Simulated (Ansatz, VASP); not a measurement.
# Two plane-wave programs on MnS

```
Mn S
1.0
     3.95358    0.00000    0.00000
    -1.97679    3.42390    0.00000
     0.00000    0.00000    6.34253
Mn S
2 2
Direct
  0.66667 0.33333 0.49884
  0.33333 0.66667 0.99884
  0.33333 0.66667 0.62615
  0.66667 0.33333 0.12615
```

Alike in both runs: task single point; functional PBEsol; k mesh 7 × 7 × 4; occupations fermi-dirac, width 0.05 eV; collinear spin; fixed moment 10 μB.

```csv
,VASP,Ansatz
version,VASP 6.6.1,Ansatz 0.2.0
potentials or method,"VASP PAW PBE potentials, release 64 (Mn_pv, S)",Ansatz PAW
plane-wave cutoff (eV),520,420
valence electrons in the cell,38,42
```

```csv
,VASP,Ansatz,Ansatz less VASP
pressure (GPa),0.5,0.4,-0.10
"traceless stress, the component that is largest in VASP (GPa)",1.57,1.58,+0.002
rms of the force components (eV/Å),0.158,0.157,-0.0010
net moment per atom (μB),2.50,2.50,0.000
size of the moment on the site where the two differ most (μB),4.35,4.13,-0.220
```

VASP's potentials were made for PBE, not for PBEsol. Site moments also hang on the region over which each program counts them. Atom by atom the forces differ by 0.001 eV/Å (rms over components). VASP's potentials hold 38 valence electrons a cell and Ansatz's 42, so a difference there can come from the potentials and not from the codes.
